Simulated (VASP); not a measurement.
# MgO (I4/mmm) in VASP: a series of runs

MgO is run at these levels: PBEsol; tasks: single point.

All numbers are computed with VASP 6.6.1; they aren't measurements. Logs are shortened: lines on timing, memory, paths and dates and some standing lists are left out, and cuts for length are marked.

## 1. The cell of the first run

Symmetry: I4/mmm, No. 139, tetragonal system. Conventional cell: a = 2.980 Å, b = 2.980 Å, c = 4.088 Å, α = 90.00°, β = 90.00°, γ = 90.00°. Within 2.7 Å of Mg (site symmetry 4/mmm) lie 6 O at 2.04 to 2.11 Å. O (site symmetry 4/mmm) has 6 Mg at 2.04 to 2.11 Å within 2.7 Å.

## 2. Single point, PBEsol (strain -0.0300 x Voigt [0, 0, 1, 0, 0, 0])

File INCAR:

```
SYSTEM = MgO
  ALGO = Normal
  EDIFF = 1E-6
  ENCUT = 520
  GGA = PS
  ISIF = 2
  ISMEAR = 0
  LASPH = .TRUE.
  LCHARG = .FALSE.
  LREAL = .FALSE.
  LWAVE = .FALSE.
  NBANDS = 11
  NELM = 80
  PREC = Accurate
  SIGMA = 0.05
```

File KPOINTS:

```
k-points
0
G
  10 10 10
  0 0 0
```

File POSCAR:

```
MgO
1.0
    0.0000000000      2.1071057202      2.0438925486
    2.1071057202      0.0000000000      2.0438925486
    2.1071057202      2.1071057202      0.0000000000
Mg O
1 1
Direct
    0.0000000000      0.0000000000      0.0000000000
    0.5000000000      0.5000000000      0.5000000000
```

Potentials or basis: VASP PAW PBE potentials, release 64 (Mg, O).

Launch:

```console
$ cat potpaw_PBE.64/Mg/POTCAR potpaw_PBE.64/O/POTCAR > POTCAR
$ mpirun -np 1 vasp_std > vasp.out
```

OUTCAR:

```text
SYSTEM = MgO
   EDIFF = 1E-6
   ENCUT = 520
   GGA = PS
   ISIF = 2
   ISMEAR = 0
   LASPH = .TRUE.
   LREAL = .FALSE.
   NELM = 80
   PREC = Accurate

 ion  position               nearest neighbor table
   1  0.000  0.000  0.000-   2 2.04   2 2.04   2 2.11   2 2.11   2 2.11   2 2.11
   2  0.500  0.500  0.500-   1 2.04   1 2.04   1 2.11   1 2.11   1 2.11   1 2.11

  LATTYP: Found a body centered tetragonal cell.
 ALAT       =     2.9798974869
 C/A-ratio  =     1.3717871555

  Lattice vectors:

 A1 = (   0.0000000000,  -2.1071057202,  -2.0438925486)
 A2 = (   0.0000000000,   2.1071057202,  -2.0438925486)
 A3 = (   2.1071057202,   0.0000000000,   2.0438925486)

Analysis of symmetry for initial positions (statically):
=====================================================================
 Subroutine PRICEL returns:
 Original cell was already a primitive cell.

 Routine SETGRP: Setting up the symmetry group for a
 body centered tetragonal supercell.

 Subroutine GETGRP returns: Found 16 space group operations
 (whereof 16 operations were pure point group operations)
 out of a pool of 16 trial point group operations.

The static configuration has the point symmetry D_4h.

Analysis of symmetry for dynamics (positions and initial velocities):
=====================================================================
 Subroutine PRICEL returns:
 Original cell was already a primitive cell.

 Routine SETGRP: Setting up the symmetry group for a
 body centered tetragonal supercell.

 Subroutine GETGRP returns: Found 16 space group operations
 (whereof 16 operations were pure point group operations)
 out of a pool of 16 trial point group operations.

The dynamic configuration has the point symmetry D_4h.

 Subroutine INISYM returns: Found 16 space group operations
 (whereof 16 operations are pure point group operations),
 and found     1 'primitive' translations

----------------------------------------------------------------------------------------

                                     Primitive cell

  volume of cell :      18.1493

  direct lattice vectors                    reciprocal lattice vectors
     0.000000000  2.107105720  2.043892549    -0.237292318  0.237292318  0.244631255
     2.107105720  0.000000000  2.043892549     0.237292318 -0.237292318  0.244631255
     2.107105720  2.107105720  0.000000000     0.237292318  0.237292318 -0.244631255

  length of vectors
     2.935539348  2.935539348  2.979897487     0.415282722  0.415282722  0.415282722

  position of ions in fractional coordinates (direct lattice)
     0.000000000  0.000000000  0.000000000
     0.500000000  0.500000000  0.500000000

  ion indices of the primitive-cell ions
   primitive index   ion index
                 1           1
                 2           2

----------------------------------------------------------------------------------------

 KPOINTS: k-points

Automatic generation of k-mesh.
 Grid dimensions read from file:
 generate k-points for:   10   10   10

 Generating k-lattice:

  Cartesian coordinates                     Fractional coordinates (reciprocal lattice)
    -0.023729232  0.023729232  0.024463126     0.100000000  0.000000000  0.000000000
     0.023729232 -0.023729232  0.024463126     0.000000000  0.100000000  0.000000000
     0.023729232  0.023729232 -0.024463126     0.000000000  0.000000000  0.100000000

  Length of vectors
     0.041528272  0.041528272  0.041528272

  Shift w.r.t. Gamma in fractional coordinates (k-lattice)
     0.000000000  0.000000000  0.000000000

 Subroutine IBZKPT returns following result:
 ===========================================

 Found    102 irreducible k-points:

 Following reciprocal coordinates:
            Coordinates               Weight
  0.000000  0.000000  0.000000      1.000000
  0.100000 -0.000000  0.000000      8.000000
  0.200000 -0.000000  0.000000      8.000000
  0.300000  0.000000  0.000000      8.000000
  0.400000  0.000000  0.000000      8.000000
  0.500000 -0.000000  0.000000      4.000000
[... 16 lines left out ...]
  0.300000  0.300000  0.000000      2.000000
  0.400000  0.300000  0.000000      8.000000
 [... further k-points ...]
   k-points           NKPTS =    102   k-points in BZ     NKDIM =    102   number of bands    NBANDS=     11
   number of dos      NEDOS =    301   number of ions     NIONS =      2
   total plane-waves  NPLWV =  13824
   dimension x,y,z NGX =    24 NGY =   24 NGZ =   24
   dimension x,y,z NGXF=    48 NGYF=   48 NGZF=   48
   ions per type =               1   1
   NGX,Y,Z   is equivalent  to a cutoff of  13.59, 13.59, 13.39 a.u.
   NGXF,Y,Z  is equivalent  to a cutoff of  27.18, 27.18, 26.78 a.u.
 SYSTEM =  MgO
   PREC   = accura    normal or accurate (medium, high low for compatibility)
   ISTART =      0    job   : 0-new  1-cont  2-samecut
   ICHARG =      2    charge: 1-file 2-atom 10-const
   ISPIN  =      1    spin polarized calculation?
   LNONCOLLINEAR =      F non collinear calculations
   LSORBIT =      F    spin-orbit coupling
   LASPH  =      T    aspherical Exc in radial PAW
   ENCUT  =  520.0 eV  38.22 Ry    6.18 a.u.   5.46  5.46  5.54*2*pi/ulx,y,z
   NELM   =     80;   NELMIN=  2; NELMDL= -5     # of ELM steps
   EDIFF  = 0.1E-05   stopping-criterion for ELM
   LREAL  =      F    real-space projection
   EDIFFG = 0.1E-04   stopping-criterion for IOM
   NSW    =      0    number of steps for IOM
   IBRION =     -1    ionic relax: 0-MD 1-quasi-New 2-CG
   NFREE  =      0    steps in history (QN), initial steepest desc. (CG)
   ISIF   =      2    stress and relaxation
   ISYM   =      2    0-nonsym 1-usesym 2-fastsym
   POTIM  = 0.5000    time-step for ionic-motion
   TEBEG  =    0.0;   TEEND  =   0.0 temperature during run
   PSTRESS=    0.0 pullay stress
   NELECT =       8.0000    total number of electrons
   NUPDOWN=      -1.0000    fix difference up-down
   EMIN   =  10.00;   EMAX   =-10.00  energy-range for DOS
   EFERMI =   0.00;   METHOD = LEGACY
   ISMEAR =     0;   SIGMA  =   0.05  broadening in eV -4-tet -1-fermi 0-gaus
   EFERMI_NEDOS =   21; number of points for ismear=-14 and -15
   IALGO  =     38    algorithm
   IMIX   =      4    mixing-type and parameters
     AMIX     =   0.40;   BMIX     =  1.00
     AMIX_MAG =   1.60;   BMIX_MAG =  1.00
  volume/ion in A,a.u.               =       9.07        61.24
  Fermi-wavevector in a.u.,A,eV,Ry     =   1.245904  2.354417 21.120009  1.552277
  Thomas-Fermi vector in A             =   2.380105
   LORBIT       =      0    0 simple, 1 ext, 2 COOP (PROOUT), +10 PAW based schemes
   GGA     = PS    functional components
   LHFCALC =     F    Hartree Fock is set to
   AEXX    =    0.0000 exact exchange contribution
   IVDW    =     0    specifies the selected vdW correction
   LEPSILON=     F    determine dielectric tensor
   LRPA    =     F    only Hartree local field effects (RPA)
 non-spin polarized calculation
 Gauss-broadening in eV      SIGMA  =   0.05
  energy-cutoff  :      520.00
  volume of cell :       18.15
 maximum number of plane-waves:       515
 NGX is ok and might be reduce to    24
   NGX = 11   NGY = 11   NGZ = 11

 number of electron       8.0000003 magnetization

 Free energy of the ion-electron system (eV)
  ---------------------------------------------------
  ext. energy  EPLUGINS =         0.00000000
  ---------------------------------------------------
  free energy    TOTEN  =       -12.49589555 eV

  energy without entropy =      -12.49589555  energy(sigma->0) =      -12.49589555

 E-fermi :   3.6053     XC(G=0): -11.4497

 val. band max:        3.3082774220   @ k =   0.0000   0.0000   0.0000
 cond. band min:       8.1979982435   @ k =   0.0000   0.0000   0.0000
 fundamental gap:      4.8897208214
 Fermi energy:         3.6052500312

 k-point     1 :       0.0000    0.0000    0.0000
  band No.  band energies     occupation
      1     -14.0733      2.00000
      2       3.2406      2.00000
      3       3.3083      2.00000
      4       3.3083      2.00000
      5       8.1980      0.00000
      6      18.9808      0.00000
      7      18.9808      0.00000
      8      19.3088      0.00000
      9      23.0117      0.00000
     10      24.4107      0.00000
     11      25.4499      0.00000

 k-point     2 :       0.1000   -0.0000    0.0000
  band No.  band energies     occupation
      1     -13.9600      2.00000
      2       2.6148      2.00000
      3       3.1989      2.00000
      4       3.2296      2.00000
      5       8.8286      0.00000
      6      17.8142      0.00000
      7      19.2246      0.00000
      8      19.4590      0.00000
      9      23.7895      0.00000
     10      24.6310      0.00000
     11      24.8020      0.00000

 k-point     3 :       0.2000   -0.0000    0.0000
  band No.  band energies     occupation
      1     -13.6475      2.00000
      2       1.2492      2.00000
      3       3.0296      2.00000
      4       3.0310      2.00000
      5      10.0171      0.00000
      6      16.3162      0.00000
      7      19.6912      0.00000
      8      20.0373      0.00000
      9      23.2298      0.00000
     10      23.8735      0.00000
     11      25.9006      0.00000

 k-point     4 :       0.3000    0.0000    0.0000
  band No.  band energies     occupation
      1     -13.2233      2.00000
      2      -0.1298      2.00000
      3       2.7989      2.00000
      4       2.8311      2.00000
      5      10.8999      0.00000
      6      15.7077      0.00000
      7      19.7601      0.00000
      8      20.3456      0.00000
      9      23.8143      0.00000
     10      24.1235      0.00000
     11      25.3388      0.00000
[... 239 lines left out ...]
 k-point    22 :      -0.2000    0.2000    0.0000
  band No.  band energies     occupation
      1     -13.1162      2.00000
      2       0.1573      2.00000
      3       1.8597      2.00000
      4       2.7931      2.00000
      5      11.9109      0.00000
      6      15.3344      0.00000
      7      18.5900      0.00000
      8      21.0066      0.00000
      9      21.6557      0.00000
     10      24.8513      0.00000
     11      28.9868      0.00000

 k-point    23 :       0.3000    0.3000    0.0000
  band No.  band energies     occupation
      1     -12.9607      2.00000
      2       0.0199      2.00000
      3       2.2444      2.00000
      4       2.2444      2.00000
      5      12.3498      0.00000
      6      13.4291      0.00000
      7      18.2906      0.00000
      8      21.2380      0.00000
      9      21.2380      0.00000
     10      27.2996      0.00000
     11      31.6593      0.00000

 k-point    24 :       0.4000    0.3000    0.0000
  band No.  band energies     occupation
      1     -12.6905      2.00000
      2      -0.4159      2.00000
      3       1.8725      2.00000
      4       2.0794      2.00000
      5      12.8993      0.00000
      6      13.3267      0.00000
      7      17.3828      0.00000
      8      21.4854      0.00000
      9      21.7465      0.00000
     10      28.1554      0.00000
     11      31.1287      0.00000

 [... further k-points ...]
[... 5 lines left out ...]
  --------------------------------------------------------------------------------------
  -------------------------------------------------------------------------------------
  Total        0.2688395      0.2688395      1.1532096      0.0000000      0.0000000      0.0000000
  in kB       23.7324688     23.7324688    101.8024285      0.0000000      0.0000000      0.0000000
  external PRESSURE =      49.7557887 kB  Pullay stress =       0.0000000 kB

 VOLUME and BASIS-vectors are now :
 -----------------------------------------------------------------------------
  energy-cutoff  :      520.00
  volume of cell :       18.15
      direct lattice vectors                 reciprocal lattice vectors
     0.000000000  2.107105720  2.043892549    -0.237292318  0.237292318  0.244631255
     2.107105720  0.000000000  2.043892549     0.237292318 -0.237292318  0.244631255
     2.107105720  2.107105720  0.000000000     0.237292318  0.237292318 -0.244631255

 POSITION                                       TOTAL-FORCE (eV/Angst)
 -----------------------------------------------------------------------------------
      0.00000      0.00000      0.00000        -0.000000     -0.000000     -0.000000
      2.10711      2.10711      2.04389         0.000000      0.000000      0.000000
 -----------------------------------------------------------------------------------
    total drift:                               -0.000000     -0.000000      0.000000

  FREE ENERGIE OF THE ION-ELECTRON SYSTEM (eV)
  ---------------------------------------------------
  free  energy   TOTEN  =       -12.4958955520 eV

  energy  without entropy=      -12.4958955520  energy(sigma->0) =      -12.49589555
```

Run time: 32 s. Hardware: 1 thread of AMD EPYC 7R13 (Zen 3), shared host; peak memory 0.12 GiB.

What came out:

- Free energy: -12.4959 eV
- Pressure: 5.0 GPa
- Band gap on the k mesh: 4.89 eV, direct

Caveat: the cell differs from its parent crystal (strain -0.0300 x Voigt [0, 0, 1, 0, 0, 0]); the PAW data sets were made with another functional, which shifts forces and pressure a little.

## 3. Single point, PBEsol (strain -0.0150 x Voigt [0, 0, 1, 0, 0, 0])

File INCAR:

```
SYSTEM = MgO
ALGO = Normal
EDIFF = 1E-6
ENCUT = 520
GGA = PS
ISIF = 2
ISMEAR = 0
LASPH = .True.
LCHARG = .False.
LREAL = .False.
LWAVE = .False.
NBANDS = 11
NELM = 80
PREC = Accurate
SIGMA = 0.05
```

File KPOINTS:

```
k-points
0
Gamma
  10 10 10
  0 0 0
```

File POSCAR:

```
MgO
1.0
    0.0000000000      2.1071057202      2.0754991344
    2.1071057202      0.0000000000      2.0754991344
    2.1071057202      2.1071057202      0.0000000000
Mg O
1 1
Direct
    0.0000000000      0.0000000000      0.0000000000
    0.5000000000      0.5000000000      0.5000000000
```

Potentials or basis: VASP PAW PBE potentials, release 64 (Mg, O).

Launch:

```console
$ cat potpaw_PBE.64/Mg/POTCAR potpaw_PBE.64/O/POTCAR > POTCAR
$ mpirun -np 1 vasp_std > vasp.out
```

Wall time 32 s (1 thread of AMD EPYC 7R13 (Zen 3), shared host); peak memory 0.12 GiB.

Results (log left out):

```yaml
Free_energy: -12.5088 eV
Pressure: 2.0 GPa
Band_gap_on_the_k_mesh: 4.75 eV, direct
```

Stress tensor (GPa, compression positive):
```
0.88 0.00 0.00
0.00 0.88 0.00
0.00 0.00 4.34
```

Levels at points of the mesh, in eV from the valence-band top:
| k point | band 1 | band 2 | band 3 | band 4 | band 5 | band 6 | band 7 | band 8 |
| --- | --- | --- | --- | --- | --- | --- | --- | --- |
| (0.00, 0.00, 0.00) | -17.29 | -0.03 | 0.00 | 0.00 | 4.75 | 15.65 | 15.65 | 15.81 |
| (0.50, 0.00, 0.00) | -15.94 | -4.75 | -0.71 | -0.67 | 7.82 | 12.64 | 16.13 | 16.48 |
| (0.50, 0.50, 0.00) | -15.64 | -4.17 | -1.44 | -1.44 | 8.82 | 10.00 | 13.24 | 18.92 |
| (0.50, 0.00, 0.50) | -15.68 | -4.23 | -1.42 | -1.33 | 8.98 | 10.02 | 13.04 | 18.95 |

Caveat: the cell differs from its parent crystal (strain -0.0150 x Voigt [0, 0, 1, 0, 0, 0]); the PAW data sets were made with another functional, which shifts forces and pressure a little.

(Continued in part 2 of 2.)
